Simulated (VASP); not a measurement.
# ZnS (km) (F-43m) in VASP: single point with PBEsol

Aim: the single point of ZnS (km) with PBEsol.

All numbers are computed with VASP 6.6.1; they aren't measurements. Logs are shortened: lines on timing, memory, paths and dates and some standing lists are left out, and cuts for length are marked.

### 1 The cell of the first run

Symmetry: F-43m, No. 216, cubic system. The conventional cell has a = 5.356 Å, b = 5.356 Å, c = 5.356 Å, α = 90.00°, β = 90.00°, γ = 90.00°. Zn (site symmetry -43m) has 4 S at 2.32 Å within 3.1 Å. S (site symmetry -43m) has 4 Zn at 2.32 Å within 3.1 Å.

### 2 Single point, PBEsol

INCAR reads:

```
SYSTEM = ZnS
ALGO = Normal ; EDIFF = 1E-7
ENCUT = 520 ; GGA = PS
ISIF = 2 ; ISMEAR = 0
LASPH = .True. ; LCHARG = .False.
LREAL = .False. ; LWAVE = .False.
NBANDS = 16 ; NELM = 80
PREC = Accurate ; SIGMA = 0.02
```

KPOINTS reads:

```
k-points
0
Gamma
  6 6 6
  0 0 0
```

POSCAR reads:

```
ZnS
1.0
    0.0000000000      2.6781727502      2.6781727502
    2.6781727502      0.0000000000      2.6781727502
    2.6781727502      2.6781727502      0.0000000000
Zn S
1 1
Direct
    0.0000000000      0.0000000000      0.0000000000
    0.7500000000      0.7500000000      0.7500000000
```

Potentials or basis: VASP PAW PBE potentials, release 64 (Zn, S).

On the command line:

```
$ cat potpaw_PBE.64/Zn/POTCAR potpaw_PBE.64/S/POTCAR > POTCAR
$ mpirun -np 1 vasp_std > vasp.out
```

OUTCAR:

```text
SYSTEM = ZnS
   EDIFF = 1E-7
   ENCUT = 520
   GGA = PS
   ISIF = 2
   ISMEAR = 0
   LASPH = .True.
   LREAL = .False.
   NELM = 80
   PREC = Accurate

 ion  position               nearest neighbor table
   1  0.000  0.000  0.000-   2 2.32   2 2.32   2 2.32   2 2.32
   2  0.750  0.750  0.750-   1 2.32   1 2.32   1 2.32   1 2.32

  LATTYP: Found a face centered cubic cell.
 ALAT       =     5.3563455004

  Lattice vectors:

 A1 = (   0.0000000000,   2.6781727502,   2.6781727502)
 A2 = (   2.6781727502,   0.0000000000,   2.6781727502)
 A3 = (   2.6781727502,   2.6781727502,   0.0000000000)

Analysis of symmetry for initial positions (statically):
=====================================================================
 Subroutine PRICEL returns:
 Original cell was already a primitive cell.

 Routine SETGRP: Setting up the symmetry group for a
 face centered cubic supercell.

 Subroutine GETGRP returns: Found 24 space group operations
 (whereof 24 operations were pure point group operations)
 out of a pool of 48 trial point group operations.

The static configuration has the point symmetry T_d .

Analysis of symmetry for dynamics (positions and initial velocities):
=====================================================================
 Subroutine PRICEL returns:
 Original cell was already a primitive cell.

 Routine SETGRP: Setting up the symmetry group for a
 face centered cubic supercell.

 Subroutine GETGRP returns: Found 24 space group operations
 (whereof 24 operations were pure point group operations)
 out of a pool of 48 trial point group operations.

The dynamic configuration has the point symmetry T_d .

 Subroutine INISYM returns: Found 24 space group operations
 (whereof 24 operations are pure point group operations),
 and found     1 'primitive' translations

----------------------------------------------------------------------------------------

                                     Primitive cell

  volume of cell :      38.4190

  direct lattice vectors                    reciprocal lattice vectors
     0.000000000  2.678172750  2.678172750    -0.186694454  0.186694454  0.186694454
     2.678172750  0.000000000  2.678172750     0.186694454 -0.186694454  0.186694454
     2.678172750  2.678172750  0.000000000     0.186694454  0.186694454 -0.186694454

  length of vectors
     3.787508226  3.787508226  3.787508226     0.323364280  0.323364280  0.323364280

  position of ions in fractional coordinates (direct lattice)
     0.000000000  0.000000000  0.000000000
     0.750000000  0.750000000  0.750000000

  ion indices of the primitive-cell ions
   primitive index   ion index
                 1           1
                 2           2

----------------------------------------------------------------------------------------

 KPOINTS: k-points

Automatic generation of k-mesh.
 Grid dimensions read from file:
 generate k-points for:    6    6    6

 Generating k-lattice:

  Cartesian coordinates                     Fractional coordinates (reciprocal lattice)
    -0.031115742  0.031115742  0.031115742     0.166666667  0.000000000  0.000000000
     0.031115742 -0.031115742  0.031115742     0.000000000  0.166666667  0.000000000
     0.031115742  0.031115742 -0.031115742     0.000000000  0.000000000  0.166666667

  Length of vectors
     0.053894047  0.053894047  0.053894047

  Shift w.r.t. Gamma in fractional coordinates (k-lattice)
     0.000000000  0.000000000  0.000000000

 Subroutine IBZKPT returns following result:
 ===========================================

 Found     16 irreducible k-points:

 Following reciprocal coordinates:
            Coordinates               Weight
  0.000000  0.000000  0.000000      1.000000
  0.166667  0.000000  0.000000      8.000000
  0.333333  0.000000  0.000000      8.000000
  0.500000  0.000000  0.000000      4.000000
  0.166667  0.166667  0.000000      6.000000
  0.333333  0.166667  0.000000     24.000000
[... 8 lines left out ...]
 -0.333333  0.333333  0.166667     24.000000
 -0.333333  0.500000  0.166667     12.000000
   k-points           NKPTS =     16   k-points in BZ     NKDIM =     16   number of bands    NBANDS=     16
   number of dos      NEDOS =    301   number of ions     NIONS =      2
   total plane-waves  NPLWV =  21952
   dimension x,y,z NGX =    28 NGY =   28 NGZ =   28
   dimension x,y,z NGXF=    56 NGYF=   56 NGZF=   56
   ions per type =               1   1
   NGX,Y,Z   is equivalent  to a cutoff of  12.29, 12.29, 12.29 a.u.
   NGXF,Y,Z  is equivalent  to a cutoff of  24.58, 24.58, 24.58 a.u.
 SYSTEM =  ZnS
   PREC   = accura    normal or accurate (medium, high low for compatibility)
   ISTART =      0    job   : 0-new  1-cont  2-samecut
   ICHARG =      2    charge: 1-file 2-atom 10-const
   ISPIN  =      1    spin polarized calculation?
   LNONCOLLINEAR =      F non collinear calculations
   LSORBIT =      F    spin-orbit coupling
   LASPH  =      T    aspherical Exc in radial PAW
   ENCUT  =  520.0 eV  38.22 Ry    6.18 a.u.   7.04  7.04  7.04*2*pi/ulx,y,z
   NELM   =     80;   NELMIN=  2; NELMDL= -5     # of ELM steps
   EDIFF  = 0.1E-06   stopping-criterion for ELM
   LREAL  =      F    real-space projection
   EDIFFG = 0.1E-05   stopping-criterion for IOM
   NSW    =      0    number of steps for IOM
   IBRION =     -1    ionic relax: 0-MD 1-quasi-New 2-CG
   NFREE  =      0    steps in history (QN), initial steepest desc. (CG)
   ISIF   =      2    stress and relaxation
   ISYM   =      2    0-nonsym 1-usesym 2-fastsym
   POTIM  = 0.5000    time-step for ionic-motion
   TEBEG  =    0.0;   TEEND  =   0.0 temperature during run
   PSTRESS=    0.0 pullay stress
   NELECT =      18.0000    total number of electrons
   NUPDOWN=      -1.0000    fix difference up-down
   EMIN   =  10.00;   EMAX   =-10.00  energy-range for DOS
   EFERMI =   0.00;   METHOD = LEGACY
   ISMEAR =     0;   SIGMA  =   0.02  broadening in eV -4-tet -1-fermi 0-gaus
   EFERMI_NEDOS =   21; number of points for ismear=-14 and -15
   IALGO  =     38    algorithm
   IMIX   =      4    mixing-type and parameters
     AMIX     =   0.40;   BMIX     =  1.00
     AMIX_MAG =   1.60;   BMIX_MAG =  1.00
  volume/ion in A,a.u.               =      19.21       129.63
  Fermi-wavevector in a.u.,A,eV,Ry     =   1.271502  2.402791 21.996778  1.616718
  Thomas-Fermi vector in A             =   2.404432
   LORBIT       =      0    0 simple, 1 ext, 2 COOP (PROOUT), +10 PAW based schemes
   GGA     = PS    functional components
   LHFCALC =     F    Hartree Fock is set to
   AEXX    =    0.0000 exact exchange contribution
   IVDW    =     0    specifies the selected vdW correction
   LEPSILON=     F    determine dielectric tensor
   LRPA    =     F    only Hartree local field effects (RPA)
 non-spin polarized calculation
 Gauss-broadening in eV      SIGMA  =   0.02
  energy-cutoff  :      520.00
  volume of cell :       38.42
 maximum number of plane-waves:      1056
   NGX = 15   NGY = 15   NGZ = 15

 number of electron      18.0000016 magnetization

 Free energy of the ion-electron system (eV)
  ---------------------------------------------------
  ext. energy  EPLUGINS =         0.00000000
  ---------------------------------------------------
  free energy    TOTEN  =        -7.58523423 eV

  energy without entropy =       -7.58523423  energy(sigma->0) =       -7.58523423

 E-fermi :   2.4068     XC(G=0):  -9.9740

 val. band max:        2.2678858962   @ k =   0.0000   0.0000   0.0000
 cond. band min:       4.3599615860   @ k =   0.0000   0.0000   0.0000
 fundamental gap:      2.0920756898
 Fermi energy:         2.4068346339

 k-point     1 :       0.0000    0.0000    0.0000
  band No.  band energies     occupation
      1     -11.0773      2.00000
      2      -4.2172      2.00000
      3      -4.2172      2.00000
      4      -4.2172      2.00000
      5      -3.6864      2.00000
      6      -3.6864      2.00000
[... 8 lines left out ...]
     15      14.0336      0.00000
     16      14.0546      0.00000

 k-point     2 :       0.1667    0.0000    0.0000
  band No.  band energies     occupation
      1     -10.8617      2.00000
      2      -4.2171      2.00000
      3      -4.1798      2.00000
      4      -4.1798      2.00000
      5      -3.6887      2.00000
      6      -3.6887      2.00000
[... 8 lines left out ...]
     15      13.1886      0.00000
     16      14.8451      0.00000

 k-point     3 :       0.3333    0.0000    0.0000
  band No.  band energies     occupation
      1     -10.3691      2.00000
      2      -4.1179      2.00000
      3      -4.1179      2.00000
      4      -4.0732      2.00000
      5      -3.6740      2.00000
      6      -3.6740      2.00000
[... 8 lines left out ...]
     15      13.8246      0.00000
     16      13.9833      0.00000

 k-point     4 :       0.5000    0.0000    0.0000
  band No.  band energies     occupation
      1     -10.0811      2.00000
      2      -4.0961      2.00000
      3      -4.0961      2.00000
      4      -3.6539      2.00000
      5      -3.6539      2.00000
      6      -3.4810      2.00000
[... 8 lines left out ...]
     15      15.7246      0.00000
     16      15.7246      0.00000

 k-point     5 :       0.1667    0.1667    0.0000
  band No.  band energies     occupation
      1     -10.7897      2.00000
      2      -4.2586      2.00000
      3      -4.1451      2.00000
      4      -4.1451      2.00000
      5      -3.7161      2.00000
      6      -3.6660      2.00000
[... 8 lines left out ...]
     15      14.3947      0.00000
     16      16.2503      0.00000

 k-point     6 :       0.3333    0.1667    0.0000
  band No.  band energies     occupation
      1     -10.3848      2.00000
      2      -4.2223      2.00000
      3      -4.0705      2.00000
      4      -4.0599      2.00000
      5      -3.7088      2.00000
      6      -3.6484      2.00000
[... 8 lines left out ...]
     15      14.8349      0.00000
     16      16.1904      0.00000

 k-point     7 :       0.5000    0.1667    0.0000
  band No.  band energies     occupation
      1     -10.0071      2.00000
      2      -4.1091      2.00000
      3      -4.0382      2.00000
      4      -3.8108      2.00000
      5      -3.6479      2.00000
      6      -3.5293      2.00000
[... 8 lines left out ...]
     15      15.7670      0.00000
     16      16.2615      0.00000

 k-point     8 :      -0.3333    0.1667    0.0000
  band No.  band energies     occupation
      1     -10.1041      2.00000
      2      -4.0943      2.00000
      3      -4.0628      2.00000
      4      -3.8969      2.00000
      5      -3.6900      2.00000
      6      -3.6208      2.00000
[... 8 lines left out ...]
     15      15.2704      0.00000
     16      16.4284      0.00000

 k-point     9 :      -0.1667    0.1667    0.0000
  band No.  band energies     occupation
      1     -10.5495      2.00000
      2      -4.1863      2.00000
      3      -4.1327      2.00000
      4      -4.1178      2.00000
      5      -3.7097      2.00000
      6      -3.6604      2.00000
[... 8 lines left out ...]
     15      14.2307      0.00000
     16      16.6220      0.00000

 k-point    10 :       0.3333    0.3333    0.0000
  band No.  band energies     occupation
      1     -10.1312      2.00000
      2      -4.2960      2.00000
      3      -3.9664      2.00000
      4      -3.9664      2.00000
      5      -3.7032      2.00000
      6      -3.6252      2.00000
[... 8 lines left out ...]
     15      15.3411      0.00000
     16      19.4125      0.00000

 k-point    11 :       0.5000    0.3333    0.0000
  band No.  band energies     occupation
      1      -9.8401      2.00000
      2      -4.2074      2.00000
      3      -3.9144      2.00000
      4      -3.8755      2.00000
      5      -3.6265      2.00000
      6      -3.4999      2.00000
[... 8 lines left out ...]
     15      15.9716      0.00000
     16      17.2452      0.00000

 k-point    12 :      -0.3333    0.3333    0.0000
  band No.  band energies     occupation
      1      -9.8300      2.00000
      2      -4.1148      2.00000
      3      -3.9597      2.00000
      4      -3.7523      2.00000
      5      -3.6709      2.00000
      6      -3.4006      2.00000
[... 8 lines left out ...]
     15      13.9348      0.00000
     16      18.8551      0.00000

 k-point    13 :       0.5000    0.5000    0.0000
  band No.  band energies     occupation
      1      -9.7453      2.00000
      2      -4.2830      2.00000
      3      -3.8521      2.00000
      4      -3.8521      2.00000
      5      -3.6048      2.00000
      6      -3.4617      2.00000
[... 8 lines left out ...]
     15      16.0378      0.00000
     16      16.8557      0.00000

 k-point    14 :       0.5000    0.3333    0.1667
  band No.  band energies     occupation
      1     -10.0263      2.00000
      2      -4.1381      2.00000
      3      -4.0308      2.00000
      4      -3.9116      2.00000
      5      -3.6639      2.00000
      6      -3.6108      2.00000
[... 8 lines left out ...]
     15      16.2868      0.00000
     16      16.9256      0.00000

 k-point    15 :      -0.3333    0.3333    0.1667
  band No.  band energies     occupation
      1      -9.8299      2.00000
      2      -4.0866      2.00000
      3      -3.9858      2.00000
      4      -3.7474      2.00000
      5      -3.7002      2.00000
      6      -3.3553      2.00000
[... 8 lines left out ...]
     15      16.0337      0.00000
     16      16.7893      0.00000

 k-point    16 :      -0.3333    0.5000    0.1667
  band No.  band energies     occupation
      1      -9.7403      2.00000
      2      -4.1423      2.00000
      3      -3.9044      2.00000
      4      -3.8154      2.00000
      5      -3.6630      2.00000
      6      -3.3065      2.00000
[... 8 lines left out ...]
     15      16.2654      0.00000
     16      17.1431      0.00000

------------------------ aborting loop because EDIFF is reached ----------------------------------------

  FORCE on cell =-STRESS in cart. coord.  units (eV):
  Direction    XX          YY          ZZ          XY          YZ          ZX
  --------------------------------------------------------------------------------------
  -------------------------------------------------------------------------------------
  Total        0.0556074      0.0556074      0.0556074     -0.0000000     -0.0000000      0.0000000
  in kB        2.3189830      2.3189830      2.3189830     -0.0000000     -0.0000000      0.0000000
  external PRESSURE =       2.3189830 kB  Pullay stress =       0.0000000 kB

 VOLUME and BASIS-vectors are now :
 -----------------------------------------------------------------------------
  energy-cutoff  :      520.00
  volume of cell :       38.42
      direct lattice vectors                 reciprocal lattice vectors
     0.000000000  2.678172750  2.678172750    -0.186694454  0.186694454  0.186694454
     2.678172750  0.000000000  2.678172750     0.186694454 -0.186694454  0.186694454
     2.678172750  2.678172750  0.000000000     0.186694454  0.186694454 -0.186694454

 POSITION                                       TOTAL-FORCE (eV/Angst)
 -----------------------------------------------------------------------------------
      0.00000      0.00000      0.00000         0.000000     -0.000000      0.000000
      4.01726      4.01726      4.01726        -0.000000      0.000000     -0.000000
 -----------------------------------------------------------------------------------
    total drift:                               -0.000002     -0.000002     -0.000002

  FREE ENERGIE OF THE ION-ELECTRON SYSTEM (eV)
  ---------------------------------------------------
  free  energy   TOTEN  =        -7.5852342265 eV

  energy  without entropy=       -7.5852342265  energy(sigma->0) =       -7.58523423
```

It used 7.8 s of CPU time on 1 thread of Intel Xeon 6975P-C, on a shared host.

Results:

```
Free energy            : -7.5852 eV
Pressure               : 0.2 GPa
Band gap on the k mesh : 2.09 eV, direct
```

Levels at points of the mesh, in eV from the valence-band top:
```
           k point  band 5  band 6  band 7  band 8  band 9  band 10  band 11  band 12  band 13  band 14
(0.00, 0.00, 0.00)   -5.95   -5.95    0.00    0.00    0.00     2.09     6.29     6.29     6.29    11.77
(0.50, 0.00, 0.00)   -5.92   -5.75   -5.54   -0.92   -0.92     3.24     6.81     6.81     8.79    12.08
(0.50, 0.50, 0.00)   -5.87   -5.73   -4.71   -2.35   -2.35     3.18     3.96    11.02    12.06    12.06
```

Caveat: the PAW data sets were made with another functional, which shifts forces and pressure a little.
